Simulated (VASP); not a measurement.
# Sb (R-3m) in VASP: single point with BLYP

Aim: the single point of Sb with BLYP.

Everything below comes from runs of VASP 6.6.1. Logs are shortened: lines on timing, memory, paths and dates and some standing lists are left out, and cuts for length are marked.

**1. The cell of the first run**

It takes space group R-3m (No. 166, trigonal). Conventional cell: a = 4.257 Å, b = 4.257 Å, c = 25.547 Å, α = 90.00°, β = 90.00°, γ = 120.00°. Sb (site symmetry 3m) has 3 Sb at 2.94 Å within 3.9 Å.

**2. Single point, BLYP**

File INCAR:

```
AGGAC = 1.0
AGGAX = 1.0
ALDAC = 0.0
ALDAX = 1.0
ALGO = Normal
EDIFF = 1E-6
ENCUT = 520
GGA = B5
ISIF = 2
ISMEAR = -1
LASPH = True
LCHARG = True
LELF = True
LREAL = False
LVHAR = True
LWAVE = False
NBANDS = 12
NELM = 60
PREC = Accurate
SIGMA = 0.1
```

File KPOINTS:

```
k-points
0
Gamma
  14 14 14
```

File POSCAR:

```
Sb
1.0
    2.1283567806      1.2288073602      8.5155463355
   -2.1283567806      1.2288073602      8.5155463355
    0.0000000000     -2.4576147204      8.5155463355
Sb
2
Direct
    0.1982491987      0.1982491987      0.1982491987
    0.8017508013      0.8017508013      0.8017508013
```

Potentials or basis: VASP PAW PBE potentials, release 64 (Sb).

The run is started by

```console
cat potpaw_PBE.64/Sb/POTCAR > POTCAR
mpirun -np 1 vasp_std > vasp.out
```

OUTCAR:

```text
EDIFF = 1E-6
   ENCUT = 520
   GGA = B5
   ISIF = 2
   ISMEAR = -1
   LASPH = True
   LREAL = False
   NELM = 60
   PREC = Accurate

 ion  position               nearest neighbor table
   1  0.198  0.198  0.198-   2 2.94   2 2.94   2 2.94
   2  0.802  0.802  0.802-   1 2.94   1 2.94   1 2.94

  LATTYP: Found a trigonal (rhomboedric) cell.
 ALAT       =     8.8630919834
 COS(alpha) =     0.8846683925

  Lattice vectors:

 A1 = (   2.1283567806,   1.2288073602,   8.5155463355)
 A2 = (  -2.1283567806,   1.2288073602,   8.5155463355)
 A3 = (   0.0000000000,  -2.4576147204,   8.5155463355)

Analysis of symmetry for initial positions (statically):
=====================================================================
 Subroutine PRICEL returns:
 Original cell was already a primitive cell.

 Routine SETGRP: Setting up the symmetry group for a
 trigonal (rhombohedral) supercell.

 Subroutine GETGRP returns: Found 12 space group operations
 (whereof 12 operations were pure point group operations)
 out of a pool of 12 trial point group operations.

The static configuration has the point symmetry D_3d.

Analysis of symmetry for dynamics (positions and initial velocities):
=====================================================================
 Subroutine PRICEL returns:
 Original cell was already a primitive cell.

 Routine SETGRP: Setting up the symmetry group for a
 trigonal (rhombohedral) supercell.

 Subroutine GETGRP returns: Found 12 space group operations
 (whereof 12 operations were pure point group operations)
 out of a pool of 12 trial point group operations.

The dynamic configuration has the point symmetry D_3d.

 Subroutine INISYM returns: Found 12 space group operations
 (whereof 12 operations are pure point group operations),
 and found     1 'primitive' translations

----------------------------------------------------------------------------------------

                                     Primitive cell

  volume of cell :     133.6263

  direct lattice vectors                    reciprocal lattice vectors
     2.128356781  1.228807360  8.515546335     0.234923019  0.135632868  0.039144092
    -2.128356781  1.228807360  8.515546335    -0.234923019  0.135632868  0.039144092
     0.000000000 -2.457614720  8.515546335     0.000000000 -0.271265736  0.039144092

  length of vectors
     8.863091983  8.863091983  8.863091983     0.274075463  0.274075463  0.274075463

  position of ions in fractional coordinates (direct lattice)
     0.198249199  0.198249199  0.198249199
     0.801750801  0.801750801  0.801750801

  ion indices of the primitive-cell ions
   primitive index   ion index
                 1           1
                 2           2

----------------------------------------------------------------------------------------

 KPOINTS: k-points

Automatic generation of k-mesh.
 Grid dimensions read from file:
 generate k-points for:   14   14   14

 Generating k-lattice:

  Cartesian coordinates                     Fractional coordinates (reciprocal lattice)
     0.016780216  0.009688062  0.002796007     0.071428571  0.000000000  0.000000000
    -0.016780216  0.009688062  0.002796007     0.000000000  0.071428571  0.000000000
     0.000000000 -0.019376124  0.002796007     0.000000000  0.000000000  0.071428571

  Length of vectors
     0.019576819  0.019576819  0.019576819

  Shift w.r.t. Gamma in fractional coordinates (k-lattice)
     0.000000000  0.000000000  0.000000000

 Subroutine IBZKPT returns following result:
 ===========================================

 Found    288 irreducible k-points:

 Following reciprocal coordinates:
            Coordinates               Weight
  0.000000  0.000000  0.000000      1.000000
  0.071429 -0.000000  0.000000      6.000000
  0.142857 -0.000000  0.000000      6.000000
  0.214286 -0.000000  0.000000      6.000000
  0.285714 -0.000000  0.000000      6.000000
  0.357143  0.000000  0.000000      6.000000
[... 16 lines left out ...]
  0.214286  0.142857  0.000000     12.000000
  0.285714  0.142857  0.000000     12.000000
 [... further k-points ...]
   k-points           NKPTS =    288   k-points in BZ     NKDIM =    288   number of bands    NBANDS=     12
   number of dos      NEDOS =    301   number of ions     NIONS =      2
   total plane-waves  NPLWV = 343000
   dimension x,y,z NGX =    70 NGY =   70 NGZ =   70
   dimension x,y,z NGXF=   140 NGYF=  140 NGZF=  140
   ions per type =               2
   NGX,Y,Z   is equivalent  to a cutoff of  13.13, 13.13, 13.13 a.u.
   NGXF,Y,Z  is equivalent  to a cutoff of  26.26, 26.26, 26.26 a.u.
 SYSTEM =  unknown system
   PREC   = accura    normal or accurate (medium, high low for compatibility)
   ISTART =      0    job   : 0-new  1-cont  2-samecut
   ICHARG =      2    charge: 1-file 2-atom 10-const
   ISPIN  =      1    spin polarized calculation?
   LNONCOLLINEAR =      F non collinear calculations
   LSORBIT =      F    spin-orbit coupling
   LASPH  =      T    aspherical Exc in radial PAW
   ENCUT  =  520.0 eV  38.22 Ry    6.18 a.u.  16.48 16.48 16.48*2*pi/ulx,y,z
   NELM   =     60;   NELMIN=  2; NELMDL= -5     # of ELM steps
   EDIFF  = 0.1E-05   stopping-criterion for ELM
   LREAL  =      F    real-space projection
   EDIFFG = 0.1E-04   stopping-criterion for IOM
   NSW    =      0    number of steps for IOM
   IBRION =     -1    ionic relax: 0-MD 1-quasi-New 2-CG
   NFREE  =      0    steps in history (QN), initial steepest desc. (CG)
   ISIF   =      2    stress and relaxation
   ISYM   =      2    0-nonsym 1-usesym 2-fastsym
   POTIM  = 0.5000    time-step for ionic-motion
   TEBEG  =    0.0;   TEEND  =   0.0 temperature during run
   PSTRESS=    0.0 pullay stress
   NELECT =      10.0000    total number of electrons
   NUPDOWN=      -1.0000    fix difference up-down
   EMIN   =  10.00;   EMAX   =-10.00  energy-range for DOS
   EFERMI =   0.00;   METHOD = LEGACY
   ISMEAR =    -1;   SIGMA  =   0.10  broadening in eV -4-tet -1-fermi 0-gaus
   EFERMI_NEDOS =   21; number of points for ismear=-14 and -15
   IALGO  =     38    algorithm
   IMIX   =      4    mixing-type and parameters
     AMIX     =   0.40;   BMIX     =  1.00
     AMIX_MAG =   1.60;   BMIX_MAG =  1.00
  volume/ion in A,a.u.               =      66.81       450.88
  Fermi-wavevector in a.u.,A,eV,Ry     =   0.689886  1.303696  6.475598  0.475943
  Thomas-Fermi vector in A             =   1.771098
   LORBIT       =      0    0 simple, 1 ext, 2 COOP (PROOUT), +10 PAW based schemes
   GGA     = B5    functional components
   LHFCALC =     F    Hartree Fock is set to
   AEXX    =    0.0000 exact exchange contribution
   IVDW    =     0    specifies the selected vdW correction
   LEPSILON=     F    determine dielectric tensor
   LRPA    =     F    only Hartree local field effects (RPA)
 non-spin polarized calculation
  energy-cutoff  :      520.00
  volume of cell :      133.63
 maximum number of plane-waves:      3623
 NGX is ok and might be reduce to    70
   NGX = 33   NGY = 33   NGZ = 33

 number of electron      10.0000000 magnetization

 Free energy of the ion-electron system (eV)
  ---------------------------------------------------
  ext. energy  EPLUGINS =         0.00000000
  ---------------------------------------------------
  free energy    TOTEN  =        -6.97096694 eV

  energy without entropy =       -6.97076480  energy(sigma->0) =       -6.97086587

 E-fermi :   1.1552     XC(G=0):  -5.2776

 val. band max:        0.3852116603   @ k =   0.5000   0.5000   0.5000
 cond. band min:       1.7039801801   @ k =   0.5000   0.5000   0.5000
 fundamental gap:      1.3187685199
 Fermi energy:         1.1551579231

 k-point     1 :       0.0000    0.0000    0.0000
  band No.  band energies     occupation
      1     -10.2895      2.00000
      2      -5.6035      2.00000
      3       0.1788      1.99989
      4       0.3851      1.99910
      5       0.3851      1.99910
      6       1.8078      0.00293
      7       3.1518      0.00000
      8       3.1518      0.00000
      9       5.4552      0.00000
     10       7.1322      0.00000
     11       7.7957      0.00000
     12       8.5399      0.00000

 k-point     2 :       0.0714   -0.0000    0.0000
  band No.  band energies     occupation
      1     -10.2411      2.00000
      2      -5.6168      2.00000
      3      -0.1031      1.99999
      4       0.1966      1.99986
      5       0.2797      1.99968
      6       2.2280      0.00004
      7       3.0561      0.00000
      8       3.2582      0.00000
      9       5.5139      0.00000
     10       7.1915      0.00000
     11       7.8402      0.00000
     12       8.3971      0.00000

 k-point     3 :       0.1429   -0.0000    0.0000
  band No.  band energies     occupation
      1     -10.0971      2.00000
      2      -5.6726      2.00000
      3      -0.8762      2.00000
      4       0.0244      1.99998
      5       0.2327      1.99980
      6       2.3360      0.00001
      7       3.3389      0.00000
      8       3.4995      0.00000
      9       5.6130      0.00000
     10       7.3566      0.00000
     11       7.4781      0.00000
     12       8.4788      0.00000
[... 286 lines left out ...]
 k-point    23 :       0.2143    0.1429    0.0000
  band No.  band energies     occupation
      1      -9.9551      2.00000
      2      -5.7505      2.00000
      3      -1.2752      2.00000
      4      -0.3113      2.00000
      5       0.2580      1.99975
      6       2.4723      0.00000
      7       3.1621      0.00000
      8       3.8819      0.00000
      9       5.7087      0.00000
     10       6.9449      0.00000
     11       7.8448      0.00000
     12       8.1845      0.00000

 k-point    24 :       0.2857    0.1429    0.0000
  band No.  band energies     occupation
      1      -9.7233      2.00000
      2      -5.9182      2.00000
      3      -1.6218      2.00000
      4      -0.8198      2.00000
      5       0.2412      1.99979
      6       2.6643      0.00000
      7       3.0981      0.00000
      8       4.0620      0.00000
      9       5.7577      0.00000
     10       6.9155      0.00000
     11       8.0084      0.00000
     12       8.0866      0.00000

 [... further k-points ...]

------------------------ aborting loop because EDIFF is reached ----------------------------------------

  FORCE on cell =-STRESS in cart. coord.  units (eV):
  Direction    XX          YY          ZZ          XY          YZ          ZX
  --------------------------------------------------------------------------------------
  -------------------------------------------------------------------------------------
  Total        0.1054899      0.1054899      0.2120229      0.0000000      0.0000000      0.0000000
  in kB        1.2648216      1.2648216      2.5421513      0.0000000      0.0000000      0.0000000
  external PRESSURE =       1.6905982 kB  Pullay stress =       0.0000000 kB

 VOLUME and BASIS-vectors are now :
 -----------------------------------------------------------------------------
  energy-cutoff  :      520.00
  volume of cell :      133.63
      direct lattice vectors                 reciprocal lattice vectors
     2.128356781  1.228807360  8.515546335     0.234923019  0.135632868  0.039144092
    -2.128356781  1.228807360  8.515546335    -0.234923019  0.135632868  0.039144092
     0.000000000 -2.457614720  8.515546335     0.000000000 -0.271265736  0.039144092

 POSITION                                       TOTAL-FORCE (eV/Angst)
 -----------------------------------------------------------------------------------
      0.00000      0.00000      5.06460         0.000000     -0.000000      0.116787
      0.00000      0.00000     20.48204         0.000000      0.000000     -0.116787
 -----------------------------------------------------------------------------------
    total drift:                               -0.000000     -0.000000      0.000000

  FREE ENERGIE OF THE ION-ELECTRON SYSTEM (eV)
  ---------------------------------------------------
  free  energy   TOTEN  =        -6.9709669394 eV

  energy  without entropy=       -6.9707647989  energy(sigma->0) =       -6.97086587
```

It took 51 min on 1 thread of Intel Xeon 8259CL, shared host; peak memory 0.9 GiB.

Results:

* Free energy: -6.9710 eV
* Pressure: 0.2 GPa
* Largest force: 0.117 eV/Å
* Band gap on the k mesh: 1.32 eV

Forces in eV/Å, atoms in the order of the input:
```
Sb   0.000  0.000  0.117
Sb   0.000  0.000 -0.117
```

Stress tensor (GPa, compression positive):
```
0.13 0.00 0.00
0.00 0.13 0.00
0.00 0.00 0.25
```

Caveat: the PAW data sets were made with another functional, which shifts forces and pressure a little; spin-orbit coupling is left out, which moves the levels of the heavy elements.
